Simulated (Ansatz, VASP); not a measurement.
**SiC: VASP beside Ansatz**

File INCAR:

```
PREC = Accurate ; ENCUT = 520
EDIFF = 1E-6 ; ISMEAR = 0
SIGMA = 0.05 ; LREAL = F
LASPH = T ; NELM = 80
ALGO = Normal ; ISIF = 2
LWAVE = F ; LCHARG = F
GGA = PE ; NBANDS = 16
```

KPOINTS

```
regular mesh
0
Gamma
  12 12 6
```

Contents of POSCAR:

```
SiC
1.0
    3.0389289587      0.0000000000      0.0000000000
   -1.5194644794      2.6317896786      0.0000000000
    0.0000000000      0.0000000000      5.2527887052
Si C
2 2
Direct
    0.3333333333      0.6666666667      0.0045639005
    0.6666666667      0.3333333333      0.5045639005
    0.3333333333      0.6666666667      0.4102553796
    0.6666666667      0.3333333333      0.9102553796
```

Input for Ansatz:

```yaml
crystal:
  lattice:
    - [3.0389289587, 0.0, 0.0]
    - [-1.5194644794, 2.6317896786, 0.0]
    - [0.0, 0.0, 5.2527887052]
  atoms:
    - { symbol: Si, position: [0.3333333333, 0.6666666667, 0.0045639005] }
    - { symbol: Si, position: [0.6666666667, 0.3333333333, 0.5045639005] }
    - { symbol: C, position: [0.3333333333, 0.6666666667, 0.4102553796] }
    - { symbol: C, position: [0.6666666667, 0.3333333333, 0.9102553796] }
basis:
  ecutwfc: 520.0
kpoints:
  mp_grid: { grid: [12, 12, 6] }
hamiltonian:
  xc: pbe
  pseudopotentials: { kind: paw, azcp: { folder: soft_1 } }
scf:
  occupations: { method: gaussian, width: 0.05 }
output:
  forces: true
  stress: true
  eigenvalues: true
```

Alike in both runs: task single point; functional PBE; k mesh 12 × 12 × 6; occupations gaussian, width 0.05 eV; no spin polarisation.

```csv
,VASP,Ansatz
version,VASP 6.6.1,Ansatz 0.2.0
potentials or method,"VASP PAW PBE potentials, release 64 (Si, C), cutoff 520 eV","scalar-relativistic, plane waves, PAW"
valence electrons in the cell,16,16
```

|  | VASP | Ansatz | Ansatz less VASP |
| --- | --- | --- | --- |
| gap on the k mesh at the Fermi level (eV) | 2.43 | 2.44 | +0.003 |
| least direct gap on the mesh (eV) | 4.43 | 4.44 | +0.002 |
| pressure (GPa) | 6.0 | 6.0 | +0.08 |
| traceless stress, the component that is largest in VASP (GPa) | -21.08 | -21.04 | +0.039 |
| rms of the force components (eV/Å) | 1.091 | 1.090 | -0.0012 |

Atom by atom the forces differ by 0.001 eV/Å (rms over components).
